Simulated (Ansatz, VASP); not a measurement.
# P: VASP beside Ansatz

```
P
1.0
     3.29619    0.00000    0.00000
     0.00000    4.43916    0.00000
     0.00000    0.00000   21.74620
P
8
Cartesian
  1.6481 4.0729 4.5000
  0.0000 2.5858 4.5000
  1.6481 0.3663 6.6231
  0.0000 1.8533 6.6231
  2.4721 1.4760 10.3331
  4.1202 2.9631 10.3331
  2.4721 5.1827 12.4562
  4.1202 3.6956 12.4562
```

Alike in both runs: task single point; functional PBE; dispersion D3(BJ); k mesh 8 × 6 × 1; occupations gaussian, width 0.05 eV; no spin polarisation.

|  | VASP | Ansatz |
| --- | --- | --- |
| version | VASP 6.6.1 | Ansatz 0.2.0 |
| potentials or method | VASP PAW PBE potentials, release 64 (P), cutoff 520 eV | scalar-relativistic, plane waves, PAW |
| valence electrons in the cell | 40 | 40 |

VASP gave:

```
gap on the k mesh at the Fermi level (eV) : 0.56
least direct gap on the mesh (eV)         : 0.56
rms of the force components (eV/Å)        : 0.038
```

**Question.** Estimate Ansatz's values.

**Answer.** gap on the k mesh at the Fermi level (eV): 0.55; least direct gap on the mesh (eV): 0.55; rms of the force components (eV/Å): 0.048.

Atom by atom the forces differ by 0.031 eV/Å (rms over components).
